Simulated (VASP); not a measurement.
# Zr (P6_3/mmc) in VASP: notebook, part 2 of 2

VASP 6.6.1. Earlier steps stand in the parts before.

## (4) Single point, LDA

INCAR reads:

```
SYSTEM = Zr
PREC     = Accurate       ! precision mode
ENCUT    = 520            ! plane-wave cutoff, eV
EDIFF    = 1E-6           ! SCF threshold, eV
ISMEAR   = -1             ! smearing method
SIGMA    = 0.1            ! smearing width, eV
LREAL    = .False.        ! projectors in reciprocal space
LASPH    = .True.         ! aspherical terms in the spheres
NELM     = 100            ! most SCF steps
ALGO     = Normal         ! electronic algorithm
ISIF     = 2              ! what is computed and relaxed
LWAVE    = .False.        ! write WAVECAR
LCHARG   = .False.        ! write CHGCAR
NBANDS   = 19             ! bands
```

KPOINTS reads:

```
Automatic mesh
0
Gamma
  6 6 3
  0 0 0
```

POSCAR reads:

```
Zr
1.0
    3.1439658570      0.0000000000      0.0000000000
   -1.5719829285      2.7227543008      0.0000000000
    0.0000000000      0.0000000000      5.0894642375
Zr
2
Direct
    0.3333333333      0.6666666667      0.2500000000
    0.6666666667      0.3333333333      0.7500000000
```

Potentials or basis: VASP PAW LDA potentials, release 64 (Zr_sv).

Command:

```
> cat potpaw_LDA.64/Zr_sv/POTCAR > POTCAR
> mpirun -np 1 vasp_std > vasp.out
```

OUTCAR:

```text
SYSTEM = Zr
   PREC = Accurate
   ENCUT = 520
   EDIFF = 1E-6
   ISMEAR = -1
   LREAL = .False.
   LASPH = .True.
   NELM = 100
   ISIF = 2

 ion  position               nearest neighbor table
   1  0.333  0.667  0.250-   2 3.13   2 3.13   2 3.13   2 3.13   2 3.13   2 3.13
   2  0.667  0.333  0.750-   1 3.13   1 3.13   1 3.13   1 3.13   1 3.13   1 3.13

  LATTYP: Found a hexagonal cell.
 ALAT       =     3.1439658570
 C/A-ratio  =     1.6188039149

  Lattice vectors:

 A1 = (   3.1439658570,   0.0000000000,   0.0000000000)
 A2 = (  -1.5719829285,   2.7227543008,   0.0000000000)
 A3 = (   0.0000000000,   0.0000000000,   5.0894642375)

Analysis of symmetry for initial positions (statically):
=====================================================================
 Subroutine PRICEL returns:
 Original cell was already a primitive cell.

 Routine SETGRP: Setting up the symmetry group for a
 hexagonal supercell.

 Subroutine GETGRP returns: Found 24 space group operations
 (whereof 12 operations were pure point group operations)
 out of a pool of 24 trial point group operations.

The static configuration has the point symmetry D_3d.
 The point group associated with its full space group is D_6h.

Analysis of symmetry for dynamics (positions and initial velocities):
=====================================================================
 Subroutine PRICEL returns:
 Original cell was already a primitive cell.

 Routine SETGRP: Setting up the symmetry group for a
 hexagonal supercell.

 Subroutine GETGRP returns: Found 24 space group operations
 (whereof 12 operations were pure point group operations)
 out of a pool of 24 trial point group operations.

The dynamic configuration has the point symmetry D_3d.
 The point group associated with its full space group is D_6h.

 Subroutine INISYM returns: Found 24 space group operations
 (whereof 12 operations are pure point group operations),
 and found     1 'primitive' translations

----------------------------------------------------------------------------------------

                                     Primitive cell

  volume of cell :      43.5671

  direct lattice vectors                    reciprocal lattice vectors
     3.143965857  0.000000000  0.000000000     0.318069612  0.183637576  0.000000000
    -1.571982928  2.722754301  0.000000000     0.000000000  0.367275152  0.000000000
     0.000000000  0.000000000  5.089464237     0.000000000  0.000000000  0.196484336

  length of vectors
     3.143965857  3.143965857  5.089464237     0.367275152  0.367275152  0.196484336

  position of ions in fractional coordinates (direct lattice)
     0.333333333  0.666666667  0.250000000
     0.666666667  0.333333333  0.750000000

  ion indices of the primitive-cell ions
   primitive index   ion index
                 1           1
                 2           2

----------------------------------------------------------------------------------------

 KPOINTS: Automatic mesh

Automatic generation of k-mesh.
 Grid dimensions read from file:
 generate k-points for:    6    6    3

 Generating k-lattice:

  Cartesian coordinates                     Fractional coordinates (reciprocal lattice)
     0.053011602  0.030606263  0.000000000     0.166666667  0.000000000  0.000000000
     0.000000000  0.061212525  0.000000000     0.000000000  0.166666667  0.000000000
     0.000000000  0.000000000  0.065494779     0.000000000  0.000000000  0.333333333

  Length of vectors
     0.061212525  0.061212525  0.065494779

  Shift w.r.t. Gamma in fractional coordinates (k-lattice)
     0.000000000  0.000000000  0.000000000

 Subroutine IBZKPT returns following result:
 ===========================================

 Found     14 irreducible k-points:

 Following reciprocal coordinates:
            Coordinates               Weight
  0.000000  0.000000  0.000000      1.000000
  0.166667  0.000000  0.000000      6.000000
  0.333333  0.000000  0.000000      6.000000
  0.500000  0.000000  0.000000      3.000000
  0.166667  0.166667  0.000000      6.000000
  0.333333  0.166667  0.000000     12.000000
  0.333333  0.333333  0.000000      2.000000
  0.000000  0.000000  0.333333      2.000000
  0.166667  0.000000  0.333333     12.000000
  0.333333  0.000000  0.333333     12.000000
  0.500000  0.000000  0.333333      6.000000
  0.166667  0.166667  0.333333     12.000000
  0.333333  0.166667  0.333333     24.000000
  0.333333  0.333333  0.333333      4.000000
   k-points           NKPTS =     14   k-points in BZ     NKDIM =     14   number of bands    NBANDS=     19
   number of dos      NEDOS =    301   number of ions     NIONS =      2
   total plane-waves  NPLWV =  23040
   dimension x,y,z NGX =    24 NGY =   24 NGZ =   40
   dimension x,y,z NGXF=    48 NGYF=   48 NGZF=   80
   ions per type =               2
   NGX,Y,Z   is equivalent  to a cutoff of  12.69, 12.69, 13.07 a.u.
   NGXF,Y,Z  is equivalent  to a cutoff of  25.38, 25.38, 26.13 a.u.
 SYSTEM =  Zr
   PREC   = accura    normal or accurate (medium, high low for compatibility)
   ISTART =      0    job   : 0-new  1-cont  2-samecut
   ICHARG =      2    charge: 1-file 2-atom 10-const
   ISPIN  =      1    spin polarized calculation?
   LNONCOLLINEAR =      F non collinear calculations
   LSORBIT =      F    spin-orbit coupling
   LASPH  =      T    aspherical Exc in radial PAW
   ENCUT  =  520.0 eV  38.22 Ry    6.18 a.u.   5.85  5.85  9.46*2*pi/ulx,y,z
   NELM   =    100;   NELMIN=  2; NELMDL= -5     # of ELM steps
   EDIFF  = 0.1E-05   stopping-criterion for ELM
   LREAL  =      F    real-space projection
   EDIFFG = 0.1E-04   stopping-criterion for IOM
   NSW    =      0    number of steps for IOM
   IBRION =     -1    ionic relax: 0-MD 1-quasi-New 2-CG
   NFREE  =      0    steps in history (QN), initial steepest desc. (CG)
   ISIF   =      2    stress and relaxation
   ISYM   =      2    0-nonsym 1-usesym 2-fastsym
   POTIM  = 0.5000    time-step for ionic-motion
   TEBEG  =    0.0;   TEEND  =   0.0 temperature during run
   PSTRESS=    0.0 pullay stress
   NELECT =      24.0000    total number of electrons
   NUPDOWN=      -1.0000    fix difference up-down
   EMIN   =  10.00;   EMAX   =-10.00  energy-range for DOS
   EFERMI =   0.00;   METHOD = LEGACY
   ISMEAR =    -1;   SIGMA  =   0.10  broadening in eV -4-tet -1-fermi 0-gaus
   EFERMI_NEDOS =   21; number of points for ismear=-14 and -15
   IALGO  =     38    algorithm
   IMIX   =      4    mixing-type and parameters
     AMIX     =   0.40;   BMIX     =  1.00
     AMIX_MAG =   1.60;   BMIX_MAG =  1.00
  volume/ion in A,a.u.               =      21.78       147.00
  Fermi-wavevector in a.u.,A,eV,Ry     =   1.342020  2.536051 24.504349  1.801019
  Thomas-Fermi vector in A             =   2.470208
   LORBIT       =      0    0 simple, 1 ext, 2 COOP (PROOUT), +10 PAW based schemes
   GGA     = CA    functional components
   LHFCALC =     F    Hartree Fock is set to
   AEXX    =    0.0000 exact exchange contribution
   IVDW    =     0    specifies the selected vdW correction
   LEPSILON=     F    determine dielectric tensor
   LRPA    =     F    only Hartree local field effects (RPA)
 non-spin polarized calculation
  energy-cutoff  :      520.00
  volume of cell :       43.57
 maximum number of plane-waves:      1194
 NGX is ok and might be reduce to    24
   NGX = 11   NGY = 11   NGZ = 19

 number of electron      23.9999999 magnetization

 Free energy of the ion-electron system (eV)
  ---------------------------------------------------
  ext. energy  EPLUGINS =         0.00000000
  ---------------------------------------------------
  free energy    TOTEN  =       -18.56811136 eV

  energy without entropy =      -18.46624258  energy(sigma->0) =      -18.51717697

 E-fermi :   9.5098     XC(G=0): -11.5991

 val. band max:        9.5039419684   @ k =   0.1667   0.0000   0.3333
 cond. band min:       9.5118160344   @ k =   0.3333   0.1667   0.3333
 fundamental gap:      0.0078740660
 Fermi energy:         9.5097783876

 k-point     1 :       0.0000    0.0000    0.0000
  band No.  band energies     occupation
      1     -38.8743      2.00000
      2     -38.6778      2.00000
      3     -17.6675      2.00000
      4     -16.5701      2.00000
      5     -16.5701      2.00000
      6     -16.4420      2.00000
[... 11 lines left out ...]
     18      11.8942      0.00000
     19      14.3100      0.00000
[... 269 lines left out ...]
      3     -17.3399      2.00000
      4     -17.3399      2.00000
      5     -17.2128      2.00000
      6     -17.0223      2.00000
[... 11 lines left out ...]
     18      14.3190      0.00000
     19      17.5120      0.00000

------------------------ aborting loop because EDIFF is reached ----------------------------------------

  FORCE on cell =-STRESS in cart. coord.  units (eV):
  Direction    XX          YY          ZZ          XY          YZ          ZX
  --------------------------------------------------------------------------------------
  -------------------------------------------------------------------------------------
  Total        0.1608054      0.1608054     -0.0034577      0.0000000     -0.0000000      0.0000000
  in kB        5.9136136      5.9136136     -0.1271562      0.0000000     -0.0000000      0.0000000
  external PRESSURE =       3.9000236 kB  Pullay stress =       0.0000000 kB

 VOLUME and BASIS-vectors are now :
 -----------------------------------------------------------------------------
  energy-cutoff  :      520.00
  volume of cell :       43.57
      direct lattice vectors                 reciprocal lattice vectors
     3.143965857  0.000000000  0.000000000     0.318069612  0.183637576  0.000000000
    -1.571982928  2.722754301  0.000000000     0.000000000  0.367275152  0.000000000
     0.000000000  0.000000000  5.089464237     0.000000000  0.000000000  0.196484336

 POSITION                                       TOTAL-FORCE (eV/Angst)
 -----------------------------------------------------------------------------------
     -0.00000      1.81517      1.27237         0.000000     -0.000000      0.000000
      1.57198      0.90758      3.81710        -0.000000      0.000000      0.000000
 -----------------------------------------------------------------------------------
    total drift:                                0.000000     -0.000000      0.000000

  FREE ENERGIE OF THE ION-ELECTRON SYSTEM (eV)
  ---------------------------------------------------
  free  energy   TOTEN  =       -18.5681113578 eV

  energy  without entropy=      -18.4662425764  energy(sigma->0) =      -18.51717697
```

Wall time 17 s (1 thread of AMD EPYC 7R13 (Zen 3), shared host); peak memory 0.11 GiB.

What came out:

```
Free energy            : -18.5681 eV
Pressure               : 0.4 GPa
Band gap on the k mesh : zero (band 12 reaches 10.43 eV, above the bottom of band 13 at 9.51 eV)
```

Stress tensor (GPa, compression positive):
```
 0.59  0.00  0.00
 0.00  0.59  0.00
 0.00  0.00 -0.01
```

Levels at points of the mesh, in eV from the Fermi level:
| k point | band 8 | band 9 | band 10 | band 11 | band 12 | band 13 | band 14 | band 15 | band 16 | band 17 |
| --- | --- | --- | --- | --- | --- | --- | --- | --- | --- | --- |
| (0.00, 0.00, 0.00) | -25.92 | -5.69 | -3.17 | 0.91 | 0.92 | 0.92 | 1.44 | 1.64 | 1.64 | 2.38 |
| (0.50, 0.00, 0.00) | -26.06 | -2.77 | -2.55 | -2.32 | 0.10 | 0.63 | 0.80 | 1.53 | 5.43 | 5.70 |

Caveat: the k points lie up to 0.41 Å⁻¹ apart.

## (5) Single point, LDA

INCAR reads:

```
SYSTEM = Zr
  PREC = Accurate
  ENCUT = 520
  EDIFF = 1E-6
  ISMEAR = -1
  SIGMA = 0.1
  LREAL = .FALSE.
  LASPH = .TRUE.
  NELM = 60
  ALGO = Normal
  ISIF = 2
  LWAVE = .FALSE.
  LCHARG = .FALSE.
  NBANDS = 19
```

KPOINTS reads:

```
regular mesh
0
G
  7 7 4
  0 0 0
```

POSCAR is that of step 4.

Command:

```
> cat potpaw_LDA.64/Zr_sv/POTCAR > POTCAR
> mpirun -np 1 vasp_std > vasp.out
```

It took 28 s on 1 thread of AMD EPYC 7R13 (Zen 3), shared host; peak memory 0.11 GiB.

Results (log left out):

- Free energy: -18.6144 eV
- Pressure: 0.2 GPa
- Band gap on the k mesh: zero (band 12 reaches 10.42 eV, above the bottom of band 13 at 9.57 eV)

Stress tensor (GPa, compression positive):
```
 0.36  0.00  0.00
 0.00  0.36  0.00
 0.00  0.00 -0.18
```

Levels at points of the mesh, in eV from the Fermi level:
| k point | band 8 | band 9 | band 10 | band 11 | band 12 | band 13 | band 14 | band 15 | band 16 | band 17 |
| --- | --- | --- | --- | --- | --- | --- | --- | --- | --- | --- |
| (0.00, 0.00, 0.00) | -25.99 | -5.75 | -3.24 | 0.85 | 0.85 | 0.85 | 1.39 | 1.57 | 1.57 | 2.33 |
| (0.00, 0.00, 0.50) | -26.07 | -4.00 | -4.00 | -0.04 | -0.04 | 0.78 | 0.78 | 0.78 | 0.78 | 4.20 |

## (6) Single point, LDA

INCAR reads:

```
  PREC = Accurate
  ENCUT = 520
  EDIFF = 1E-6
  ISMEAR = -1
  SIGMA = 0.1
  LREAL = False
  LASPH = True
  NELM = 80
  ALGO = Normal
  ISIF = 2
  LWAVE = False
  LCHARG = True
  LELF = True
  LVHAR = True
  NBANDS = 19
```

KPOINTS reads:

```
Automatic mesh
0
Gamma
  9 9 5
```

POSCAR is that of step 5.

Potentials or basis: VASP PAW LDA potentials, release 64 (Zr_sv).

Command:

```
> cat potpaw_LDA.64/Zr_sv/POTCAR > POTCAR
> mpirun -np 1 vasp_std > vasp.out
```

Wall time 36 s (1 thread of AMD EPYC 7R13 (Zen 3), shared host); peak memory 0.12 GiB.

Results (log left out):

* Free energy: -18.6221 eV
* Pressure: 0.1 GPa
* Band gap on the k mesh: zero (band 12 reaches 10.42 eV, above the bottom of band 13 at 9.33 eV)

Stress tensor (GPa, compression positive):
```
0.04 0.00 0.00
0.00 0.04 0.00
0.00 0.00 0.28
```

Levels at points of the mesh, in eV from the Fermi level:
```
           k point  band 10  band 11  band 12  band 13  band 14  band 15
(0.00, 0.00, 0.00)    -3.18     0.91     0.91     0.91     1.44     1.63
```

## (7) Summary

| k mesh | gap on the mesh (eV) | pressure (GPa) |
| --- | --- | --- |
| 3 × 3 × 2 | none | -1.3 |
| 4 × 4 × 2 | none | 0.3 |
| 6 × 6 × 3 | none | 0.4 |
| 7 × 7 × 4 | none | 0.2 |
| 9 × 9 × 5 | none | 0.1 |

Alike in all rows: task single point; level LDA; potentials or basis VASP PAW LDA potentials, release 64 (Zr_sv); no spin polarisation; cell as given; cutoff (eV) 520; smearing fermi-dirac 0.1 eV.

Caveats: some runs use coarse meshes.

Total energies depend on the potentials used, so only differences within one code and one set of settings carry meaning.
